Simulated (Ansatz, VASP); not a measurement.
## One calculation of NaCl, two programs

```
Na Cl
1.0
     0.00000    2.81759    2.83175
     2.83175    0.00000    2.83175
     2.83175    2.81759    0.00000
Na Cl
1 1
Direct
  0.00000 0.00000 0.00000
  0.50000 0.50000 0.50000
```

Change from the starting cell: strain -0.0050 x Voigt [0, 1, 0, 0, 0, 0], atoms carried along.

Alike in both runs: task single point; functional PBE; k mesh 8 × 8 × 8; occupations gaussian, width 0.05 eV; no spin polarisation.

|  | VASP | Ansatz |
| --- | --- | --- |
| version | VASP 6.6.1 | Ansatz 0.2.0 |
| potentials or method | VASP PAW PBE potentials, release 64 (Na_pv, Cl), cutoff 520 eV | scalar-relativistic, plane waves, PAW |
| valence electrons in the cell | 14 | 16 |

Ansatz gave:

- gap on the k mesh at the Fermi level (eV): 5.08
- least direct gap on the mesh (eV): 5.08
- pressure (GPa): 0.6
- traceless stress, the component that is largest in VASP (GPa): 0.14

What did VASP give for the same quantities?

gap on the k mesh at the Fermi level (eV): 5.08; least direct gap on the mesh (eV): 5.08; pressure (GPa): 0.5; traceless stress, the component that is largest in VASP (GPa): 0.14.

VASP's potentials hold 14 valence electrons a cell and Ansatz's 16, so a difference there can come from the potentials and not from the codes.
